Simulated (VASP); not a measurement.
# Ta2Sn (F-43m) in VASP: single point with PBE

Aim: the single point of Ta2Sn with PBE.

Program: VASP 6.6.1. These are calculated values, not measurements. Logs are shortened: lines on timing, memory, paths and dates and some standing lists are left out, and cuts for length are marked.

## (1) The cell of the first run

It takes space group F-43m (No. 216, cubic). The conventional cell has a = 6.555 Å, b = 6.555 Å, c = 6.555 Å, α = 90.00°, β = 90.00°, γ = 90.00°. Within 3.7 Å of Ta (site symmetry -43m) lie 4 Ta at 2.84 Å and 4 Sn at 2.84 Å. Ta (site symmetry -43m) has 4 Ta at 2.84 Å and 6 Sn at 3.28 Å within 3.7 Å. Sn (site symmetry -43m) has 10 Ta at 2.84 to 3.28 Å within 3.7 Å.

## (2) Single point, PBE

Input file INCAR:

```
PREC = Accurate
ENCUT = 520
EDIFF = 1E-6
ISMEAR = 0
SIGMA = 0.1
LREAL = F
LASPH = T
NELM = 80
ALGO = Fast
ISIF = 2
LWAVE = F
LCHARG = F
GGA = PE
NBANDS = 25
```

Input file KPOINTS:

```
regular mesh
0
Gamma
  12 12 12
```

Input file POSCAR:

```
Ta2Sn
1.0
    0.0000000000      3.2776097094      3.2776097094
    3.2776097094      0.0000000000      3.2776097094
    3.2776097094      3.2776097094      0.0000000000
Ta Sn
2 1
Direct
    0.2500000000      0.2500000000      0.2500000000
    0.5000000000      0.5000000000      0.5000000000
    0.0000000000      0.0000000000      0.0000000000
```

Potentials or basis: VASP PAW PBE potentials, release 64 (Ta_pv, Sn_d).

Started as:

```
> cat potpaw_PBE.64/Ta_pv/POTCAR potpaw_PBE.64/Sn_d/POTCAR > POTCAR
> mpirun -np 1 vasp_std > vasp.out
```

OUTCAR:

```text
PREC = Accurate
   ENCUT = 520
   EDIFF = 1E-6
   ISMEAR = 0
   LREAL = F
   LASPH = T
   NELM = 80
   ISIF = 2
   GGA = PE

 ion  position               nearest neighbor table
   1  0.250  0.250  0.250-   3 2.84   3 2.84   3 2.84   2 2.84   3 2.84   2 2.84   2 2.84   2 2.84

   2  0.500  0.500  0.500-   1 2.84   1 2.84   1 2.84   1 2.84   3 3.28   3 3.28   3 3.28   3 3.28
                             3 3.28   3 3.28
   3  0.000  0.000  0.000-   1 2.84   1 2.84   1 2.84   1 2.84   2 3.28   2 3.28   2 3.28   2 3.28
                             2 3.28   2 3.28

  LATTYP: Found a face centered cubic cell.
 ALAT       =     6.5552194188

  Lattice vectors:

 A1 = (   0.0000000000,   3.2776097094,   3.2776097094)
 A2 = (   3.2776097094,   0.0000000000,   3.2776097094)
 A3 = (   3.2776097094,   3.2776097094,   0.0000000000)

Analysis of symmetry for initial positions (statically):
=====================================================================
 Subroutine PRICEL returns:
 Original cell was already a primitive cell.

 Routine SETGRP: Setting up the symmetry group for a
 face centered cubic supercell.

 Subroutine GETGRP returns: Found 24 space group operations
 (whereof 24 operations were pure point group operations)
 out of a pool of 48 trial point group operations.

The static configuration has the point symmetry T_d .

Analysis of symmetry for dynamics (positions and initial velocities):
=====================================================================
 Subroutine PRICEL returns:
 Original cell was already a primitive cell.

 Routine SETGRP: Setting up the symmetry group for a
 face centered cubic supercell.

 Subroutine GETGRP returns: Found 24 space group operations
 (whereof 24 operations were pure point group operations)
 out of a pool of 48 trial point group operations.

The dynamic configuration has the point symmetry T_d .

 Subroutine INISYM returns: Found 24 space group operations
 (whereof 24 operations are pure point group operations),
 and found     1 'primitive' translations

----------------------------------------------------------------------------------------

                                     Primitive cell

  volume of cell :      70.4209

  direct lattice vectors                    reciprocal lattice vectors
     0.000000000  3.277609709  3.277609709    -0.152550195  0.152550195  0.152550195
     3.277609709  0.000000000  3.277609709     0.152550195 -0.152550195  0.152550195
     3.277609709  3.277609709  0.000000000     0.152550195  0.152550195 -0.152550195

  length of vectors
     4.635240103  4.635240103  4.635240103     0.264224688  0.264224688  0.264224688

  position of ions in fractional coordinates (direct lattice)
     0.250000000  0.250000000  0.250000000
     0.500000000  0.500000000  0.500000000
     0.000000000  0.000000000  0.000000000

  ion indices of the primitive-cell ions
   primitive index   ion index
                 1           1
                 2           2
                 3           3

----------------------------------------------------------------------------------------

 KPOINTS: regular mesh

Automatic generation of k-mesh.
 Grid dimensions read from file:
 generate k-points for:   12   12   12

 Generating k-lattice:

  Cartesian coordinates                     Fractional coordinates (reciprocal lattice)
    -0.012712516  0.012712516  0.012712516     0.083333333  0.000000000  0.000000000
     0.012712516 -0.012712516  0.012712516     0.000000000  0.083333333  0.000000000
     0.012712516  0.012712516 -0.012712516     0.000000000  0.000000000  0.083333333

  Length of vectors
     0.022018724  0.022018724  0.022018724

  Shift w.r.t. Gamma in fractional coordinates (k-lattice)
     0.000000000  0.000000000  0.000000000

 Subroutine IBZKPT returns following result:
 ===========================================

 Found     72 irreducible k-points:

 Following reciprocal coordinates:
            Coordinates               Weight
  0.000000  0.000000  0.000000      1.000000
  0.083333  0.000000  0.000000      8.000000
  0.166667  0.000000  0.000000      8.000000
  0.250000  0.000000  0.000000      8.000000
  0.333333  0.000000  0.000000      8.000000
  0.416667  0.000000  0.000000      8.000000
[... 16 lines left out ...]
  0.500000  0.166667  0.000000     24.000000
 -0.416667  0.166667  0.000000     24.000000
 [... further k-points ...]
   k-points           NKPTS =     72   k-points in BZ     NKDIM =     72   number of bands    NBANDS=     25
   number of dos      NEDOS =    301   number of ions     NIONS =      3
   total plane-waves  NPLWV =  46656
   dimension x,y,z NGX =    36 NGY =   36 NGZ =   36
   dimension x,y,z NGXF=    72 NGYF=   72 NGZF=   72
   ions per type =               2   1
   NGX,Y,Z   is equivalent  to a cutoff of  12.91, 12.91, 12.91 a.u.
   NGXF,Y,Z  is equivalent  to a cutoff of  25.82, 25.82, 25.82 a.u.
 SYSTEM =  unknown system
   PREC   = accura    normal or accurate (medium, high low for compatibility)
   ISTART =      0    job   : 0-new  1-cont  2-samecut
   ICHARG =      2    charge: 1-file 2-atom 10-const
   ISPIN  =      1    spin polarized calculation?
   LNONCOLLINEAR =      F non collinear calculations
   LSORBIT =      F    spin-orbit coupling
   LASPH  =      T    aspherical Exc in radial PAW
   ENCUT  =  520.0 eV  38.22 Ry    6.18 a.u.   8.62  8.62  8.62*2*pi/ulx,y,z
   NELM   =     80;   NELMIN=  2; NELMDL= -5     # of ELM steps
   EDIFF  = 0.1E-05   stopping-criterion for ELM
   LREAL  =      F    real-space projection
   EDIFFG = 0.1E-04   stopping-criterion for IOM
   NSW    =      0    number of steps for IOM
   IBRION =     -1    ionic relax: 0-MD 1-quasi-New 2-CG
   NFREE  =      0    steps in history (QN), initial steepest desc. (CG)
   ISIF   =      2    stress and relaxation
   ISYM   =      2    0-nonsym 1-usesym 2-fastsym
   POTIM  = 0.5000    time-step for ionic-motion
   TEBEG  =    0.0;   TEEND  =   0.0 temperature during run
   PSTRESS=    0.0 pullay stress
   NELECT =      36.0000    total number of electrons
   NUPDOWN=      -1.0000    fix difference up-down
   EMIN   =  10.00;   EMAX   =-10.00  energy-range for DOS
   EFERMI =   0.00;   METHOD = LEGACY
   ISMEAR =     0;   SIGMA  =   0.10  broadening in eV -4-tet -1-fermi 0-gaus
   EFERMI_NEDOS =   21; number of points for ismear=-14 and -15
   IALGO  =     68    algorithm
   IMIX   =      4    mixing-type and parameters
     AMIX     =   0.40;   BMIX     =  1.00
     AMIX_MAG =   1.60;   BMIX_MAG =  1.00
  volume/ion in A,a.u.               =      23.47       158.41
  Fermi-wavevector in a.u.,A,eV,Ry     =   1.309006  2.473663 23.313551  1.713498
  Thomas-Fermi vector in A             =   2.439635
   LORBIT       =      0    0 simple, 1 ext, 2 COOP (PROOUT), +10 PAW based schemes
   GGA     = PE    functional components
   LHFCALC =     F    Hartree Fock is set to
   AEXX    =    0.0000 exact exchange contribution
   IVDW    =     0    specifies the selected vdW correction
   LEPSILON=     F    determine dielectric tensor
   LRPA    =     F    only Hartree local field effects (RPA)
 non-spin polarized calculation
 RMM-DIIS sequential band-by-band and
 Gauss-broadening in eV      SIGMA  =   0.10
  energy-cutoff  :      520.00
  volume of cell :       70.42
 maximum number of plane-waves:      1924
   NGX = 17   NGY = 17   NGZ = 17

 number of electron      35.9999994 magnetization

 Free energy of the ion-electron system (eV)
  ---------------------------------------------------
  ext. energy  EPLUGINS =         0.00000000
  ---------------------------------------------------
  free energy    TOTEN  =       -24.91915322 eV

  energy without entropy =      -24.88793628  energy(sigma->0) =      -24.90354475

 E-fermi :   5.4244     XC(G=0): -10.9909

 val. band max:        5.4141980845   @ k =   0.5000   0.3333   0.0833
 cond. band min:       5.4254009759   @ k =  -0.4167   0.4167   0.0000
 fundamental gap:      0.0112028913
 Fermi energy:         5.4244098321

 k-point     1 :       0.0000    0.0000    0.0000
  band No.  band energies     occupation
      1     -28.8000      2.00000
      2     -28.8000      2.00000
      3     -28.8000      2.00000
      4     -28.1609      2.00000
      5     -28.1609      2.00000
      6     -28.1609      2.00000
[... 17 lines left out ...]
     24      11.0873      0.00000
     25      11.0873      0.00000

 k-point     2 :       0.0833    0.0000    0.0000
  band No.  band energies     occupation
      1     -28.8024      2.00000
      2     -28.8024      2.00000
      3     -28.7997      2.00000
      4     -28.1618      2.00000
      5     -28.1584      2.00000
      6     -28.1584      2.00000
[... 17 lines left out ...]
     24      11.1422      0.00000
     25      11.1503      0.00000

 k-point     3 :       0.1667    0.0000    0.0000
  band No.  band energies     occupation
      1     -28.8087      2.00000
      2     -28.8087      2.00000
      3     -28.7990      2.00000
      4     -28.1642      2.00000
      5     -28.1518      2.00000
      6     -28.1518      2.00000
[... 17 lines left out ...]
     24      11.0213      0.00000
     25      11.3006      0.00000

 k-point     4 :       0.2500    0.0000    0.0000
  band No.  band energies     occupation
      1     -28.8173      2.00000
      2     -28.8173      2.00000
      3     -28.7983      2.00000
      4     -28.1673      2.00000
      5     -28.1429      2.00000
      6     -28.1429      2.00000
[... 17 lines left out ...]
     24      10.2564      0.00000
     25      11.4318      0.00000
[... 477 lines left out ...]
 k-point    22 :       0.4167    0.1667    0.0000
  band No.  band energies     occupation
      1     -28.8499      2.00000
      2     -28.8415      2.00000
      3     -28.7641      2.00000
      4     -28.2043      2.00000
      5     -28.1175      2.00000
      6     -28.1112      2.00000
[... 17 lines left out ...]
     24      10.5332      0.00000
     25      10.8922      0.00000

 k-point    23 :       0.5000    0.1667    0.0000
  band No.  band energies     occupation
      1     -28.8579      2.00000
      2     -28.8430      2.00000
      3     -28.7616      2.00000
      4     -28.2070      2.00000
      5     -28.1159      2.00000
      6     -28.1038      2.00000
[... 17 lines left out ...]
     24      10.4113      0.00000
     25      10.8780      0.00000

 k-point    24 :      -0.4167    0.1667    0.0000
  band No.  band energies     occupation
      1     -28.8609      2.00000
      2     -28.8402      2.00000
      3     -28.7626      2.00000
      4     -28.2058      2.00000
      5     -28.1189      2.00000
      6     -28.1010      2.00000
[... 17 lines left out ...]
     24      10.3958      0.00000
     25      10.7052      0.00000

 [... further k-points ...]
[... 5 lines left out ...]
  --------------------------------------------------------------------------------------
  -------------------------------------------------------------------------------------
  Total       -0.0000352     -0.0000352     -0.0000352     -0.0000000     -0.0000000      0.0000000
  in kB       -0.0008001     -0.0008001     -0.0008001     -0.0000000     -0.0000000      0.0000000
  external PRESSURE =      -0.0008001 kB  Pullay stress =       0.0000000 kB

 VOLUME and BASIS-vectors are now :
 -----------------------------------------------------------------------------
  energy-cutoff  :      520.00
  volume of cell :       70.42
      direct lattice vectors                 reciprocal lattice vectors
     0.000000000  3.277609709  3.277609709    -0.152550195  0.152550195  0.152550195
     3.277609709  0.000000000  3.277609709     0.152550195 -0.152550195  0.152550195
     3.277609709  3.277609709  0.000000000     0.152550195  0.152550195 -0.152550195

 POSITION                                       TOTAL-FORCE (eV/Angst)
 -----------------------------------------------------------------------------------
      1.63880      1.63880      1.63880        -0.000000     -0.000000     -0.000000
      3.27761      3.27761      3.27761        -0.000000     -0.000000     -0.000000
      0.00000      0.00000      0.00000         0.000000      0.000000      0.000000
 -----------------------------------------------------------------------------------
    total drift:                               -0.000000     -0.000000     -0.000000

  FREE ENERGIE OF THE ION-ELECTRON SYSTEM (eV)
  ---------------------------------------------------
  free  energy   TOTEN  =       -24.9191532157 eV

  energy  without entropy=      -24.8879362844  energy(sigma->0) =      -24.90354475
```

Wall time 66 s (1 thread of Intel Xeon 6975P-C (Granite Rapids), shared host); peak memory 0.28 GiB.

What came out:

- Free energy: -24.9192 eV
- Pressure: 0.0 GPa
- Band gap on the k mesh: zero (band 18 reaches 5.70 eV, above the bottom of band 19 at 5.29 eV)

Caveat: spin-orbit coupling is left out, which moves the levels of the heavy elements.
